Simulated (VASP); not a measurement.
Wanted: the native input for a VASP 6.6.1 run.

```yaml
Task: single point
Functional: LDA
Potentials_or_basis: VASP PAW LDA potentials, release 64 (S)
Cutoff: 520 eV
k_mesh: 20 × 20 × 20
Occupations: gaussian, width 0.15 eV
Spin: no spin polarisation
Dipole_correction: no
Further_INCAR_settings: ALGO = Normal; EDIFF = 1e-07; NBANDS = 9
```

The structure of S lies in POSCAR:

```
S
1.0
    0.0000000000      1.9943503440      1.9345198337
    1.9943503440      0.0000000000      1.9345198337
    1.9943503440      1.9943503440      0.0000000000
S
1
Direct
    0.0000000000      0.0000000000      0.0000000000
```

This cell differs from its parent crystal: strain +0.000 along x and y, -0.030 along z.

One way to write it, as run:

INCAR

```
  PREC = Accurate
  ENCUT = 520
  EDIFF = 1E-7
  ISMEAR = 0
  SIGMA = 0.15
  LREAL = F
  LASPH = T
  NELM = 100
  ALGO = Normal
  ISIF = 2
  LWAVE = F
  LCHARG = T
  LELF = T
  LVHAR = T
  NBANDS = 9
```

KPOINTS

```
Automatic mesh
0
Gamma
  20 20 20
```

Potentials or basis: VASP PAW LDA potentials, release 64 (S).

The run is started by

```console
$ cat potpaw_LDA.64/S/POTCAR > POTCAR
$ mpirun -np 1 vasp_std > vasp.out
```

It gave:

- Pressure: -4.1 GPa
- Band gap on the k mesh: zero (band 3 reaches 11.10 eV, above the bottom of band 4 at 4.93 eV)

Caveat: the cell differs from its parent crystal (strain +0.000 along x and y, -0.030 along z).

Wall time 76 s on 1 thread of Intel Xeon 8259CL, on a shared host, peak memory 0.18 GiB.
